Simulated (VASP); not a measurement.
Wanted: the native input for a VASP 6.6.1 run.

```yaml
Task: single point
Functional: PBEsol
Potentials_or_basis: VASP PAW PBE potentials, release 64 (Y_sv)
Cutoff: 520 eV
k_mesh: 18 × 18 × 8
Occupations: gaussian, width 0.15 eV
Spin: no spin polarisation
Dipole_correction: no
Further_INCAR_settings: ALGO = Fast; EDIFF = 1e-07; NBANDS = 18
```

The structure of Y lies in POSCAR:

```
Y
1.0
    3.4689242752      0.0000000000      0.0000000000
   -1.7344621376      3.0041765462      0.0000000000
    0.0000000000      0.0000000000      5.8910850000
Y
2
Direct
    0.3333333333      0.6666666667      0.2500000000
    0.6666666667      0.3333333333      0.7500000000
```

This cell differs from its parent crystal: strain -0.050 along x and y, +0.025 along z.

One way to write it, as run:

INCAR

```
SYSTEM = Y
ALGO     = Fast           ! electronic algorithm
EDIFF    = 1E-7           ! SCF threshold, eV
ENCUT    = 520            ! plane-wave cutoff, eV
GGA      = PS             ! functional
ISIF     = 2              ! what is computed and relaxed
ISMEAR   = 0              ! smearing method
LASPH    = .True.         ! aspherical terms in the spheres
LCHARG   = .False.        ! write CHGCAR
LREAL    = .False.        ! projectors in reciprocal space
LWAVE    = .False.        ! write WAVECAR
NBANDS   = 18             ! bands
NELM     = 100            ! most SCF steps
PREC     = Accurate       ! precision mode
SIGMA    = 0.15           ! smearing width, eV
```

KPOINTS

```
k-points
0
Gamma
  18 18 8
  0 0 0
```

Potentials or basis: VASP PAW PBE potentials, release 64 (Y_sv).

Launch:

```console
$ cat potpaw_PBE.64/Y_sv/POTCAR > POTCAR
$ mpirun -np 1 vasp_std > vasp.out
```

Results of the run:

```json
{
 "Pressure": "0.6 GPa",
 "Band gap on the k mesh": "zero (bands 11 and 12 overlap by 0.99 eV)"
}
```

Caveat: the cell differs from its parent crystal (strain -0.050 along x and y, +0.025 along z); the PAW data sets were made with another functional, which shifts forces and pressure a little.

Run time: 6.9 min on 1 thread of Oxide Virtual Turin-like Processor, with other jobs on the host, peak memory 0.31 GiB.
